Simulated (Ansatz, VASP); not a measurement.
Ag in VASP and in Ansatz

Contents of INCAR:

```
SYSTEM = Ag
PREC = Accurate ; ENCUT = 520
EDIFF = 1E-6 ; ISMEAR = 0
SIGMA = 0.15 ; LREAL = .FALSE.
LASPH = .TRUE. ; NELM = 60
ALGO = Fast ; ISIF = 2
LWAVE = .FALSE. ; LCHARG = .FALSE.
GGA = PE ; NBANDS = 18
```

Contents of KPOINTS:

```
Automatic mesh
0
G
  12 12 14
  0 0 0
```

The input POSCAR:

```
Ag
1.0
    0.0000000000     -2.0735956994     -2.0735956994
   -2.0735956994      0.0000000000     -2.0735956994
    2.0735956994      2.0735956994     -4.1471913988
Ag
2
Direct
    0.5504193472      0.4613653251      0.4884336432
   -0.0504193472      0.0386346749      0.0115663568
```

Input for Ansatz:

```yaml
crystal:
  lattice:
    - [0.0, -2.0735956994, -2.0735956994]
    - [-2.0735956994, 0.0, -2.0735956994]
    - [2.0735956994, 2.0735956994, -4.1471913988]
  atoms:
    - { symbol: Ag, position: [0.5504193472, 0.4613653251, 0.4884336432] }
    - { symbol: Ag, position: [-0.0504193472, 0.0386346749, 0.0115663568] }
basis:
  ecutwfc: 420
kpoints:
  mp_grid: { grid: [12, 12, 14] }
hamiltonian:
  xc: pbe
scf:
  occupations: { method: gaussian, width: 0.15 }
output:
  forces: true
  stress: true
  eigenvalues: true
  write_density: true
  write_potential: true
  elf: true
  volumetric_format: npy
```

Alike in both runs: task single point; functional PBE; k mesh 12 × 12 × 14; occupations gaussian, width 0.15 eV; no spin polarisation.

|  | VASP | Ansatz |
| --- | --- | --- |
| version | VASP 6.6.1 | Ansatz 0.2.0 |
| potentials or method | VASP PAW PBE potentials, release 64 (Ag), cutoff 520 eV | scalar-relativistic, plane waves, PAW |
| valence electrons in the cell | 22 | 38 |

```csv
,VASP,Ansatz,Ansatz less VASP
gap on the k mesh at the Fermi level (eV),none,none,-
pressure (GPa),1.2,1.4,+0.12
"traceless stress, the component that is largest in VASP (GPa)",-1.34,-1.35,-0.013
rms of the force components (eV/Å),0.389,0.393,+0.0035
```

Atom by atom the forces differ by 0.004 eV/Å (rms over components). A gap of «none» marks a metal or a gap that the smearing closes. VASP's potentials hold 22 valence electrons a cell and Ansatz's 38, so a difference there can come from the potentials and not from the codes.
